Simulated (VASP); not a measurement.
# SnS2 (P-3m1) in VASP: single point with HSE06

Aim: the single point of SnS2 with HSE06.

Program: VASP 6.6.1. These are calculated values, not measurements. Logs are shortened: lines on timing, memory, paths and dates and some standing lists are left out, and cuts for length are marked.

## 1. The cell of the first run

The structure is trigonal, space group P-3m1 (No. 164). Conventional cell: a = 3.551 Å, b = 3.551 Å, c = 6.095 Å, α = 90.00°, β = 90.00°, γ = 120.00°. Within 3.4 Å of Sn (site symmetry -3m) lie 6 S at 2.54 Å. S (site symmetry 3m) has 3 Sn at 2.54 Å within 3.4 Å.

## 2. Single point, HSE06 (epitaxial xy strain -3.0%)

The input, POSCAR:

```
SnS2
1.0
    3.5509321645      0.0000000000      0.0000000000
   -1.7754660822      3.0751974616      0.0000000000
    0.0000000000      0.0000000000      6.0949830907
Sn S
1 2
Direct
    0.0000000000      0.0000000000      0.0000000000
    0.3333333333      0.6666666667      0.2465001899
    0.6666666667      0.3333333333      0.7534998101
```

The input, INCAR.step1:

```
PREC = Accurate
ENCUT = 400
EDIFF = 1E-5
ISMEAR = 0
SIGMA = 0.01
LREAL = False
LASPH = True
NELM = 120
ALGO = Normal
ISIF = 2
LWAVE = True
LCHARG = False
GGA = PE
NBANDS = 20
GGA_COMPAT = False
```

The input, INCAR.step2:

```
PREC = Accurate
ENCUT = 400
EDIFF = 1E-6
ISMEAR = 0
SIGMA = 0.01
LREAL = False
LASPH = True
NELM = 120
ALGO = Normal
ISIF = 2
LWAVE = False
LCHARG = False
GGA = PE
LHFCALC = True
HFSCREEN = 0.2079
PRECFOCK = Normal
ISTART = 1
NBANDS = 20
GGA_COMPAT = False
```

The input, KPOINTS:

```
Automatic mesh
0
Gamma
  6 6 4
```

Potentials or basis: VASP PAW PBE potentials, release 64 (Sn_d, S).

Command:

```bash
cat potpaw_PBE.64/Sn_d/POTCAR potpaw_PBE.64/S/POTCAR > POTCAR
cp INCAR.step1 INCAR
mpirun -np 1 vasp_std > vasp.out
cp INCAR.step2 INCAR
mpirun -np 1 vasp_std > vasp.out
```

OUTCAR:

```text
PREC = Accurate
   ENCUT = 400
   EDIFF = 1E-6
   ISMEAR = 0
   LREAL = False
   LASPH = True
   NELM = 120
   ISIF = 2
   GGA = PE
   LHFCALC = True
   HFSCREEN = 0.2079
   PRECFOCK = Normal
   ISTART = 1

 ion  position               nearest neighbor table
   1  0.000  0.000  0.000-   2 2.54   3 2.54   2 2.54   3 2.54   3 2.54   2 2.54
   2  0.333  0.667  0.247-   1 2.54   1 2.54   1 2.54
   3  0.667  0.333  0.753-   1 2.54   1 2.54   1 2.54

  LATTYP: Found a hexagonal cell.
 ALAT       =     3.5509321645
 C/A-ratio  =     1.7164459382

  Lattice vectors:

 A1 = (   3.5509321645,   0.0000000000,   0.0000000000)
 A2 = (  -1.7754660822,   3.0751974616,   0.0000000000)
 A3 = (   0.0000000000,   0.0000000000,   6.0949830907)

Analysis of symmetry for initial positions (statically):
=====================================================================
 Subroutine PRICEL returns:
 Original cell was already a primitive cell.

 Routine SETGRP: Setting up the symmetry group for a
 hexagonal supercell.

 Subroutine GETGRP returns: Found 12 space group operations
 (whereof 12 operations were pure point group operations)
 out of a pool of 24 trial point group operations.

The static configuration has the point symmetry D_3d.

Analysis of symmetry for dynamics (positions and initial velocities):
=====================================================================
 Subroutine PRICEL returns:
 Original cell was already a primitive cell.

 Routine SETGRP: Setting up the symmetry group for a
 hexagonal supercell.

 Subroutine GETGRP returns: Found 12 space group operations
 (whereof 12 operations were pure point group operations)
 out of a pool of 24 trial point group operations.

The dynamic configuration has the point symmetry D_3d.

 Subroutine INISYM returns: Found 12 space group operations
 (whereof 12 operations are pure point group operations),
 and found     1 'primitive' translations

----------------------------------------------------------------------------------------

                                     Primitive cell

  volume of cell :      66.5561

[... 89 lines left out ...]
   EDIFF  = 0.1E-05   stopping-criterion for ELM
   LREAL  =      F    real-space projection
   EDIFFG = 0.1E-04   stopping-criterion for IOM
   NSW    =      0    number of steps for IOM
   IBRION =     -1    ionic relax: 0-MD 1-quasi-New 2-CG
   NFREE  =      0    steps in history (QN), initial steepest desc. (CG)
   ISIF   =      2    stress and relaxation
   ISYM   =      3    0-nonsym 1-usesym 2-fastsym
   POTIM  = 0.5000    time-step for ionic-motion
   TEBEG  =    0.0;   TEEND  =   0.0 temperature during run
   PSTRESS=    0.0 pullay stress
   NELECT =      26.0000    total number of electrons
   NUPDOWN=      -1.0000    fix difference up-down
   EMIN   =  10.00;   EMAX   =-10.00  energy-range for DOS
   EFERMI =   0.00;   METHOD = LEGACY
   ISMEAR =     0;   SIGMA  =   0.01  broadening in eV -4-tet -1-fermi 0-gaus
   EFERMI_NEDOS =   21; number of points for ismear=-14 and -15
   IALGO  =     38    algorithm
   IMIX   =      1    mixing-type and parameters
     AMIX     =   0.40;   BMIX     =  1.00
     AMIX_MAG =   1.60;   BMIX_MAG =  1.00
  volume/ion in A,a.u.               =      22.19       149.71
  Fermi-wavevector in a.u.,A,eV,Ry     =   1.196750  2.261529 19.486397  1.432210
  Thomas-Fermi vector in A             =   2.332682
   LORBIT       =      0    0 simple, 1 ext, 2 COOP (PROOUT), +10 PAW based schemes
   GGA     = PE    functional components
   LHFCALC =     T    Hartree Fock is set to
   PRECFOCK=normal    Normal, Fast or Accurate (Low or Medium for compatibility)
   ENCUT4O =  -1.0   cutoff for four orbital integrals eV
   NKREDX  =     1    reduce k-point grid by
   NKREDY  =     1    reduce k-point grid by
   NKREDZ  =     1    reduce k-point grid by
   AEXX    =    0.2500 exact exchange contribution
   HFSCREEN=    0.2079 screening length (either q_TF or 0.3 A-1)
   HFSCREENC=   0.2079 screening length for correlation (either q_TF or 0.3 A-1)
   ENCUTFOCK=  -1.0 apply spherical cutoff to Coloumb kernel
   IVDW    =     0    specifies the selected vdW correction
   LEPSILON=     F    determine dielectric tensor
   LRPA    =     F    only Hartree local field effects (RPA)
 non-spin polarized calculation
 Gauss-broadening in eV      SIGMA  =   0.01
  energy-cutoff  :      400.00
  volume of cell :       66.56
 maximum number of plane-waves:      1228
 NGX is ok and might be reduce to    24
  NGX = 18; NGY = 18; NGZ = 30

 number of electron      26.0000011 magnetization

 Free energy of the ion-electron system (eV)
  ---------------------------------------------------
  ext. energy  EPLUGINS =         0.00000000
  ---------------------------------------------------
  free energy    TOTEN  =       -16.12297655 eV

  energy without entropy =      -16.12297655  energy(sigma->0) =      -16.12297655

 E-fermi :   4.3865     XC(G=0):  -8.0307

 val. band max:        4.3129760710   @ k =   0.1667   0.0000   0.0000
 cond. band min:       6.6091896460   @ k =   0.5000   0.0000   0.5000
 fundamental gap:      2.2962135751
 Fermi energy:         4.3864699949

 k-point     1 :       0.0000    0.0000    0.0000
  band No.  band energies     occupation
      1     -18.6095      2.00000
      2     -18.6094      2.00000
      3     -18.5254      2.00000
      4     -18.4997      2.00000
      5     -18.4997      2.00000
      6     -11.1701      2.00000
[... 541 lines left out ...]
     19      15.2745      0.00000
     20      15.4290      0.00000

------------------------ aborting loop because EDIFF is reached ----------------------------------------

  FORCE on cell =-STRESS in cart. coord.  units (eV):
  Direction    XX          YY          ZZ          XY          YZ          ZX
  --------------------------------------------------------------------------------------
  -------------------------------------------------------------------------------------
  Total        2.1628060      2.1628060     -0.1221507      0.0000000      0.0000000      0.0000000
  in kB       52.0643260     52.0643260     -2.9404824      0.0000000      0.0000000      0.0000000
  external PRESSURE =      33.7293899 kB  Pullay stress =       0.0000000 kB

 VOLUME and BASIS-vectors are now :
 -----------------------------------------------------------------------------
  energy-cutoff  :      400.00
  volume of cell :       66.56
      direct lattice vectors                 reciprocal lattice vectors
     3.550932164  0.000000000  0.000000000     0.281616194  0.162591185  0.000000000
    -1.775466082  3.075197462  0.000000000     0.000000000  0.325182370  0.000000000
     0.000000000  0.000000000  6.094983091     0.000000000  0.000000000  0.164069364

 POSITION                                       TOTAL-FORCE (eV/Angst)
 -----------------------------------------------------------------------------------
      0.00000      0.00000      0.00000        -0.000000     -0.000000      0.000000
     -0.00000      2.05013      1.50241         0.000000     -0.000000     -0.272364
      1.77547      1.02507      4.59257         0.000000      0.000000      0.272364
 -----------------------------------------------------------------------------------
    total drift:                                0.000002      0.000009     -0.000001

  FREE ENERGIE OF THE ION-ELECTRON SYSTEM (eV)
  ---------------------------------------------------
  free  energy   TOTEN  =       -16.1229765454 eV

  energy  without entropy=      -16.1229765454  energy(sigma->0) =      -16.12297655
```

OUTCAR.step1:

```text
PREC = Accurate
   ENCUT = 400
   EDIFF = 1E-5
   ISMEAR = 0
   LREAL = False
[... 776 lines left out ...]
      0.00000      0.00000      0.00000        -0.000000      0.000000      0.000000
     -0.00000      2.05013      1.50241         0.000000     -0.000000      0.231791
      1.77547      1.02507      4.59257        -0.000000      0.000000     -0.231791
 -----------------------------------------------------------------------------------
    total drift:                                0.000000      0.000000     -0.000000

  FREE ENERGIE OF THE ION-ELECTRON SYSTEM (eV)
  ---------------------------------------------------
  free  energy   TOTEN  =       -13.0532515814 eV

  energy  without entropy=      -13.0532515814  energy(sigma->0) =      -13.05325158
```

OSZICAR.step1:

```text
N       E                     dE             d eps       ncg     rms          rms(c)
DAV:   1     0.193387596114E+03    0.19339E+03   -0.10691E+04   988   0.134E+03
DAV:   2     0.795502856583E+01   -0.18543E+03   -0.17876E+03  1052   0.363E+02
DAV:   3    -0.128614890009E+02   -0.20817E+02   -0.20577E+02  1196   0.109E+02
DAV:   4    -0.135341229600E+02   -0.67263E+00   -0.67174E+00  1136   0.212E+01
DAV:   5    -0.135558153344E+02   -0.21692E-01   -0.21690E-01  1392   0.374E+00    0.936E+00
DAV:   6    -0.130847972627E+02    0.47102E+00   -0.93651E-01  1456   0.106E+01    0.665E+00
DAV:   7    -0.130545215313E+02    0.30276E-01   -0.32148E-01  1252   0.364E+00    0.194E+00
DAV:   8    -0.130529369169E+02    0.15846E-02   -0.31689E-02  1296   0.176E+00    0.713E-01
DAV:   9    -0.130532256079E+02   -0.28869E-03   -0.29008E-03  1144   0.385E-01    0.182E-01
DAV:  10    -0.130532033291E+02    0.22279E-04   -0.39790E-04  1288   0.144E-01    0.807E-02
DAV:  11    -0.130532499556E+02   -0.46626E-04   -0.67673E-05  1092   0.530E-02    0.171E-02
DAV:  12    -0.130532515814E+02   -0.16258E-05   -0.29462E-06   736   0.136E-02
   1 F= -.13053252E+02 E0= -.13053252E+02  d E =-.329747E-79
```

It took 25 min on 1 thread of Intel Xeon 6975P-C (Granite Rapids), shared host; peak memory 0.28 GiB.

What came out:

- Free energy: -16.1230 eV
- Pressure: 3.4 GPa
- Largest force: 0.272 eV/Å
- Band gap on the k mesh: 2.30 eV (least direct gap 2.78 eV)

Forces in eV/Å, atoms in the order of the input:
```
Sn   0.000  0.000  0.000
S    0.000  0.000 -0.272
S    0.000  0.000  0.272
```

Levels at points of the mesh, in eV from the valence-band top:
```csv
k point,band 10,band 11,band 12,band 13,band 14,band 15,band 16,band 17
"(0.00, 0.00, 0.00)",-0.52,-0.48,-0.15,-0.15,3.34,4.96,6.82,6.82
"(0.50, 0.00, 0.00)",-3.18,-2.66,-1.20,-0.30,2.59,5.54,6.80,7.41
"(0.00, 0.00, 0.50)",-0.59,-0.59,-0.05,-0.05,4.55,5.03,6.61,6.61
"(0.50, 0.00, 0.50)",-2.52,-2.32,-0.92,-0.58,2.30,5.58,6.44,7.06
```

Caveat: the cell differs from its parent crystal (epitaxial xy strain -3.0%); the stress differs along the axes, from -0 to 5 GPa; the PAW data sets were made with another functional, which shifts forces and pressure a little; spin-orbit coupling is left out, which moves the levels of the heavy elements; this functional lacks dispersion, which binds layers or chains, so the pressure and a relaxed spacing across them are unreliable.
